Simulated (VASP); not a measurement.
# Cr (P6_3/mmc) in VASP: notebook

Runs on Cr. Level: LDA. Tasks: single point.

All numbers are computed with VASP 6.6.1; they aren't measurements. Logs are shortened: lines on timing, memory, paths and dates and some standing lists are left out, and cuts for length are marked.

### Step 1. The cell of the first run

The structure is hexagonal, space group P6_3/mmc (No. 194). The conventional cell has a = 2.714 Å, b = 2.714 Å, c = 4.410 Å, α = 90.00°, β = 90.00°, γ = 120.00°. Cr (site symmetry -6m2) has 12 Cr at 2.71 Å within 3.6 Å.

This isn't the form of Cr at room conditions, which is bcc.

### Step 2. Single point, LDA, collinear spin, ferromagnetic start

INCAR reads:

```
PREC     = Accurate       # precision mode
ENCUT    = 520            # plane-wave cutoff, eV
EDIFF    = 1E-7           # SCF threshold, eV
ISMEAR   = -1             # smearing method
SIGMA    = 0.03           # smearing width, eV
LREAL    = False          # projectors in reciprocal space
LASPH    = True           # aspherical terms in the spheres
NELM     = 150            # most SCF steps
ALGO     = Normal         # electronic algorithm
ISIF     = 2              # what is computed and relaxed
LWAVE    = False          # write WAVECAR
LCHARG   = False          # write CHGCAR
ISPIN    = 2              # spin polarisation
MAGMOM   = 3 3 3 3        # initial moments
LORBIT   = 11             # projections on sites
LMAXMIX  = 4              # l up to which the mixer works
NBANDS   = 36             # bands
```

KPOINTS reads:

```
Automatic mesh
0
Gamma
  11 11 3
```

POSCAR reads:

```
Cr
1.0
    2.7140000000      0.0000000000      0.0000000000
    1.3570000000      2.3503929459      0.0000000000
    0.0000000000      0.0000000000      8.8200000000
Cr
4
Direct
    0.6666666666      0.6666666667      0.1250000000
    0.6666666666      0.6666666667      0.6250000000
    0.3333333334      0.3333333333      0.3750000000
    0.3333333334      0.3333333333      0.8750000000
```

Potentials or basis: VASP PAW LDA potentials, release 64 (Cr_pv).

Started as:

```console
$ cat potpaw_LDA.64/Cr_pv/POTCAR > POTCAR
$ mpirun -np 1 vasp_std > vasp.out
```

OUTCAR:

```text
PREC = Accurate
   ENCUT = 520
   EDIFF = 1E-7
   ISMEAR = -1
   LREAL = False
   LASPH = True
   NELM = 150
   ISIF = 2
   ISPIN = 2
   LORBIT = 11

 ion  position               nearest neighbor table
   1  0.667  0.667  0.125-   3 2.71   4 2.71   3 2.71   4 2.71   3 2.71   4 2.71
   2  0.667  0.667  0.625-   3 2.71   4 2.71   3 2.71   4 2.71   3 2.71   4 2.71
   3  0.333  0.333  0.375-   1 2.71   2 2.71   1 2.71   2 2.71   1 2.71   2 2.71
   4  0.333  0.333  0.875-   1 2.71   2 2.71   1 2.71   2 2.71   1 2.71   2 2.71

  LATTYP: Found a hexagonal cell.
 ALAT       =     2.7140000000
 C/A-ratio  =     3.2498157701

  Lattice vectors:

 A1 = (  -1.3570000000,  -2.3503929459,   0.0000000000)
 A2 = (   2.7140000000,   0.0000000000,   0.0000000000)
 A3 = (   0.0000000000,   0.0000000000,   8.8200000000)

Analysis of symmetry for initial positions (statically):
=====================================================================
 Subroutine PRICEL returns following result:

  LATTYP: Found a hexagonal cell.
 ALAT       =     2.7140000000
 C/A-ratio  =     1.6249078850
[... 12 lines left out ...]
 Subroutine GETGRP returns: Found 24 space group operations
 (whereof 12 operations were pure point group operations)
 out of a pool of 24 trial point group operations.

The static configuration has the point symmetry D_3d.
 The point group associated with its full space group is D_6h.

Analysis of symmetry for dynamics (positions and initial velocities):
=====================================================================
 Subroutine PRICEL returns following result:

  LATTYP: Found a hexagonal cell.
 ALAT       =     2.7140000000
 C/A-ratio  =     1.6249078850
[... 12 lines left out ...]
 Subroutine GETGRP returns: Found 24 space group operations
 (whereof 12 operations were pure point group operations)
 out of a pool of 24 trial point group operations.

The dynamic configuration has the point symmetry D_3d.
 The point group associated with its full space group is D_6h.

Analysis of structural, dynamic, and magnetic symmetry:
=====================================================================
 Subroutine PRICEL returns following result:

  LATTYP: Found a hexagonal cell.
 ALAT       =     2.7140000000
 C/A-ratio  =     1.6249078850
[... 12 lines left out ...]
 Subroutine GETGRP returns: Found 24 space group operations
 (whereof 12 operations were pure point group operations)
 out of a pool of 24 trial point group operations.

The overall configuration has the point symmetry D_3d.
 The point group associated with its full space group is D_6h.

 Subroutine INISYM returns: Found 24 space group operations
 (whereof 12 operations are pure point group operations),
 and found     2 'primitive' translations

----------------------------------------------------------------------------------------

                                     Primitive cell

  volume of cell :      28.1312

  direct lattice vectors                    reciprocal lattice vectors
    -1.357000000 -2.350392946  0.000000000     0.000000000 -0.425460773  0.000000000
     2.714000000  0.000000000  0.000000000     0.368459838 -0.212730387  0.000000000
     0.000000000  0.000000000  4.410000000     0.000000000  0.000000000  0.226757370

  length of vectors
     2.714000000  2.714000000  4.410000000     0.425460773  0.425460773  0.226757370

  position of ions in fractional coordinates (direct lattice)
     0.333333333  0.666666667  0.250000000
     0.666666667  0.333333333  0.750000000

  ion indices of the primitive-cell ions
   primitive index   ion index
                 1           1
                 2           3

----------------------------------------------------------------------------------------

 KPOINTS: Automatic mesh

Automatic generation of k-mesh.
 Grid dimensions read from file:
 generate k-points for:   11   11    3

 Generating k-lattice:

  Cartesian coordinates                     Fractional coordinates (reciprocal lattice)
     0.033496349 -0.019339126  0.000000000     0.090909091  0.000000000  0.000000000
     0.000000000  0.038678252  0.000000000     0.000000000  0.090909091  0.000000000
     0.000000000  0.000000000  0.037792895     0.000000000  0.000000000  0.333333333

  Length of vectors
     0.038678252  0.038678252  0.037792895

  Shift w.r.t. Gamma in fractional coordinates (k-lattice)
     0.000000000  0.000000000  0.000000000

 Subroutine IBZKPT returns following result:
 ===========================================

 Found     32 irreducible k-points:

 Following reciprocal coordinates:
            Coordinates               Weight
  0.000000  0.000000  0.000000      1.000000
  0.090909  0.000000  0.000000      6.000000
  0.181818 -0.000000  0.000000      6.000000
  0.272727  0.000000  0.000000      6.000000
  0.363636  0.000000  0.000000      6.000000
  0.454545  0.000000  0.000000      6.000000
[... 16 lines left out ...]
  0.181818  0.090909  0.333333     12.000000
  0.272727  0.090909  0.333333     24.000000
 [... further k-points ...]
   k-points           NKPTS =     32   k-points in BZ     NKDIM =     32   number of bands    NBANDS=     36
   number of dos      NEDOS =    301   number of ions     NIONS =      4
   total plane-waves  NPLWV =  28000
   dimension x,y,z NGX =    20 NGY =   20 NGZ =   70
   dimension x,y,z NGXF=    40 NGYF=   40 NGZF=  140
   ions per type =               4
   NGX,Y,Z   is equivalent  to a cutoff of  12.25, 12.25, 13.19 a.u.
   NGXF,Y,Z  is equivalent  to a cutoff of  24.50, 24.50, 26.39 a.u.
 SYSTEM =  unknown system
   PREC   = accura    normal or accurate (medium, high low for compatibility)
   ISTART =      0    job   : 0-new  1-cont  2-samecut
   ICHARG =      2    charge: 1-file 2-atom 10-const
   ISPIN  =      2    spin polarized calculation?
   LNONCOLLINEAR =      F non collinear calculations
   LSORBIT =      F    spin-orbit coupling
   LASPH  =      T    aspherical Exc in radial PAW
   ENCUT  =  520.0 eV  38.22 Ry    6.18 a.u.   5.05  5.05 16.40*2*pi/ulx,y,z
   NELM   =    150;   NELMIN=  2; NELMDL= -5     # of ELM steps
   EDIFF  = 0.1E-06   stopping-criterion for ELM
   LREAL  =      F    real-space projection
   EDIFFG = 0.1E-05   stopping-criterion for IOM
   NSW    =      0    number of steps for IOM
   IBRION =     -1    ionic relax: 0-MD 1-quasi-New 2-CG
   NFREE  =      0    steps in history (QN), initial steepest desc. (CG)
   ISIF   =      2    stress and relaxation
   ISYM   =      2    0-nonsym 1-usesym 2-fastsym
   POTIM  = 0.5000    time-step for ionic-motion
   TEBEG  =    0.0;   TEEND  =   0.0 temperature during run
   PSTRESS=    0.0 pullay stress
   NELECT =      48.0000    total number of electrons
   NUPDOWN=      -1.0000    fix difference up-down
   EMIN   =  10.00;   EMAX   =-10.00  energy-range for DOS
   EFERMI =   0.00;   METHOD = LEGACY
   ISMEAR =    -1;   SIGMA  =   0.03  broadening in eV -4-tet -1-fermi 0-gaus
   EFERMI_NEDOS =   21; number of points for ismear=-14 and -15
   IALGO  =     38    algorithm
   IMIX   =      4    mixing-type and parameters
     AMIX     =   0.40;   BMIX     =  1.00
     AMIX_MAG =   1.60;   BMIX_MAG =  1.00
  volume/ion in A,a.u.               =      14.07        94.92
  Fermi-wavevector in a.u.,A,eV,Ry     =   1.552681  2.934142 32.801180  2.410819
  Thomas-Fermi vector in A             =   2.657021
   LORBIT       =     11    0 simple, 1 ext, 2 COOP (PROOUT), +10 PAW based schemes
   GGA     = CA    functional components
   LHFCALC =     F    Hartree Fock is set to
   AEXX    =    0.0000 exact exchange contribution
   IVDW    =     0    specifies the selected vdW correction
   LEPSILON=     F    determine dielectric tensor
   LRPA    =     F    only Hartree local field effects (RPA)
 spin polarized calculation
  energy-cutoff  :      520.00
  volume of cell :       56.26
 maximum number of plane-waves:      1531
   NGX = 11   NGY = 11   NGZ = 33

 number of electron      48.0000000 magnetization      12.0000000

 number of electron      48.0000009 magnetization       1.1214539

 Free energy of the ion-electron system (eV)
  ---------------------------------------------------
  ext. energy  EPLUGINS =         0.00000000
  ---------------------------------------------------
  free energy    TOTEN  =       -38.90396201 eV

  energy without entropy =      -38.87216041  energy(sigma->0) =      -38.88806121

 E-fermi :   8.0394     XC(G=0): -12.8668

 val. band max:        8.0311142914   @ k =   0.3636   0.0909   0.3333
 cond. band min:       8.0440824544   @ k =   0.1818   0.0909   0.3333
 fundamental gap:      0.0129681629
 Fermi energy:         8.0393768069

 spin component 1

 k-point     1 :       0.0000    0.0000    0.0000
  band No.  band energies     occupation
      1     -34.7707      1.00000
      2     -34.5229      1.00000
      3     -34.5229      1.00000
      4     -34.3749      1.00000
      5     -34.3749      1.00000
      6     -34.3407      1.00000
[... 925 lines left out ...]
     35      10.8276      0.00000
     36      12.1772      0.00000

 [... further k-points ...]

 spin component 2

 k-point     1 :       0.0000    0.0000    0.0000
  band No.  band energies     occupation
      1     -34.5388      1.00000
      2     -34.2893      1.00000
      3     -34.2893      1.00000
      4     -34.1335      1.00000
      5     -34.1335      1.00000
      6     -34.0992      1.00000
[... 925 lines left out ...]
     35      11.0341      0.00000
     36      12.3639      0.00000

 [... further k-points ...]
[... 5 lines left out ...]
  --------------------------------------------------------------------------------------
  -------------------------------------------------------------------------------------
  Total      -14.6546489    -14.6546489    -11.7365559     -0.0000000      0.0000000     -0.0000000
  in kB     -417.3179792   -417.3179792   -334.2199354     -0.0000000      0.0000000     -0.0000000
  external PRESSURE =    -389.6186312 kB  Pullay stress =       0.0000000 kB

 VOLUME and BASIS-vectors are now :
 -----------------------------------------------------------------------------
  energy-cutoff  :      520.00
  volume of cell :       56.26
      direct lattice vectors                 reciprocal lattice vectors
     2.714000000  0.000000000  0.000000000     0.368459838 -0.212730387  0.000000000
     1.357000000  2.350392946  0.000000000     0.000000000  0.425460773  0.000000000
     0.000000000  0.000000000  8.820000000     0.000000000  0.000000000  0.113378685

 POSITION                                       TOTAL-FORCE (eV/Angst)
 -----------------------------------------------------------------------------------
      2.71400      1.56693      1.10250         0.000000     -0.000000      0.000000
      2.71400      1.56693      5.51250         0.000000     -0.000000      0.000000
      1.35700      0.78346      3.30750        -0.000000     -0.000000     -0.000000
      1.35700      0.78346      7.71750        -0.000000      0.000000     -0.000000
 -----------------------------------------------------------------------------------
    total drift:                               -0.000000      0.000000     -0.000000

  FREE ENERGIE OF THE ION-ELECTRON SYSTEM (eV)
  ---------------------------------------------------
  free  energy   TOTEN  =       -38.9039620100 eV

  energy  without entropy=      -38.8721604141  energy(sigma->0) =      -38.88806121

 total charge

# of ion       s       p       d       tot
------------------------------------------
    1        0.377   6.272   4.080  10.729
    2        0.377   6.272   4.080  10.729
    3        0.377   6.272   4.080  10.729
    4        0.377   6.272   4.080  10.729
--------------------------------------------------
tot          1.508  25.087  16.321  42.917

 magnetization (x)

# of ion       s       p       d       tot
------------------------------------------
    1        0.001   0.007   0.251   0.259
    2        0.001   0.007   0.251   0.259
    3        0.001   0.007   0.251   0.259
    4        0.001   0.007   0.251   0.259
--------------------------------------------------
tot          0.004   0.029   1.004   1.037
```

Wall time 5.8 min (1 thread of AMD EPYC 7R13, shared host); peak memory 0.19 GiB.

What came out:

```yaml
Free_energy: -38.9040 eV
Pressure: -39.0 GPa
Net_moment: 1.12 μB per cell
Site_moments: Cr +0.26 μB
Valence_electrons_inside_the_program's_atomic_spheres: Cr 10.73
```

Stress tensor (GPa, compression positive):
```
-41.73   0.00   0.00
  0.00 -41.73   0.00
  0.00   0.00 -33.42
```

Caveat: the cell stands under tension.

(Continued in part 2 of 3.)
